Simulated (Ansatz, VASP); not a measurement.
Te2Mo in VASP and in Ansatz

The input INCAR:

```
SYSTEM = Te2Mo
PREC     = Accurate       ! precision mode
ENCUT    = 520            ! plane-wave cutoff, eV
EDIFF    = 1E-6           ! SCF threshold, eV
ISMEAR   = -1             ! smearing method
SIGMA    = 0.05           ! smearing width, eV
LREAL    = .False.        ! projectors in reciprocal space
LASPH    = .True.         ! aspherical terms in the spheres
NELM     = 80             ! most SCF steps
ALGO     = Normal         ! electronic algorithm
ISIF     = 2              ! what is computed and relaxed
LWAVE    = .False.        ! write WAVECAR
LCHARG   = .False.        ! write CHGCAR
GGA      = PS             ! functional
NBANDS   = 20             ! bands
```

The input KPOINTS:

```
regular mesh
0
Gamma
  9 9 2
  0 0 0
```

File POSCAR:

```
Te2Mo
1.0
    3.5363379141      0.0000000000      0.0000000000
   -1.7681689570      3.0625584699      0.0000000000
    0.0000000000      0.0000000000     17.4064431499
Te Mo
2 1
Direct
    0.3333333333      0.6666666667      0.1021445500
    0.3333333333      0.6666666667      0.8978554500
    0.0000000000      0.0000000000      0.0000000000
```

input.yaml

```yaml
crystal:
  lattice:
    - [3.5363379141, 0.0, 0.0]
    - [-1.768168957, 3.0625584699, 0.0]
    - [0.0, 0.0, 17.4064431499]
  atoms:
    - { symbol: Te, position: [0.3333333333, 0.6666666667, 0.10214455] }
    - { symbol: Te, position: [0.3333333333, 0.6666666667, 0.89785545] }
    - { symbol: Mo, position: [0.0, 0.0, 0.0] }
kpoints:
  mp_grid: { grid: [9, 9, 2] }
scf:
  occupations: { method: fermi_dirac, width: 0.05 }
hamiltonian:
  xc: pbesol
  pseudopotentials: { kind: all_electron, lapw: { basis_error: 0.001 } }
output:
  forces: true
  stress: true
  eigenvalues: true
```

Change from the starting cell: volume scaled by 0.98.

Alike in both runs: task single point; functional PBEsol; k mesh 9 × 9 × 2; occupations fermi-dirac, width 0.05 eV; no spin polarisation.

|  | VASP | Ansatz |
| --- | --- | --- |
| version | VASP 6.6.1 | Ansatz 0.2.0 |
| potentials or method | VASP PAW PBE potentials, release 64 (Te, Mo_sv), cutoff 520 eV | all-electron LAPW, scalar-relativistic |

Ansatz gave:

- gap on the k mesh at the Fermi level (eV): 1.08
- least direct gap on the mesh (eV): 1.08
- rms of the force components (eV/Å): 0.055

Task: Estimate VASP's values.

Result: gap on the k mesh at the Fermi level (eV): 1.08; least direct gap on the mesh (eV): 1.08; rms of the force components (eV/Å): 0.070.

VASP's potentials were made for PBE, not for PBEsol. Atom by atom the forces differ by 0.015 eV/Å (rms over components). Ansatz ran all-electron here, and VASP with PAW potentials.

Neither program's run includes spin-orbit coupling.
